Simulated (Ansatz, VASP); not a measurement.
Two plane-wave programs on Ta5Ru

```
CELL_PARAMETERS angstrom
3.24815 0.00000 0.00000
0.00000 3.24815 0.00000
0.00000 0.00000 9.93252
ATOMIC_POSITIONS crystal
Ta 0.00000 0.00000 0.16926
Ta 0.50000 0.50000 0.34096
Ta 0.50000 0.50000 0.65904
Ta 0.00000 0.00000 0.83074
Ta 0.50000 0.50000 0.00000
Ru 0.00000 0.00000 0.50000
```

Alike in both runs: task single point; functional PBE; k mesh 6 × 6 × 2; occupations gaussian, width 0.1 eV; collinear spin.

|  | VASP | Ansatz |
| --- | --- | --- |
| version | VASP 6.6.1 | Ansatz 0.2.0 |
| potentials or method | VASP PAW PBE potentials, release 64 (Ta_pv, Ru_pv), cutoff 520 eV | scalar-relativistic, plane waves, PAW |
| valence electrons in the cell | 69 | 81 |

|  | VASP | Ansatz | Ansatz less VASP |
| --- | --- | --- | --- |
| gap on the k mesh at the Fermi level (eV) | none | none | - |
| pressure (GPa) | 0.2 | 0.1 | -0.10 |
| traceless stress, the component that is largest in VASP (GPa) | -0.16 | -0.16 | +0.005 |
| rms of the force components (eV/Å) | 0.015 | 0.015 | -0.0004 |
| net moment per atom (μB) | 0.00 | 0.00 | 0.000 |

Atom by atom the forces differ by 0.002 eV/Å (rms over components). A gap of «none» marks a metal or a gap that the smearing closes. VASP's potentials hold 69 valence electrons a cell and Ansatz's 81, so a difference there can come from the potentials and not from the codes. Ansatz's warnings: seeded moment not kept.

Neither program's run includes spin-orbit coupling.
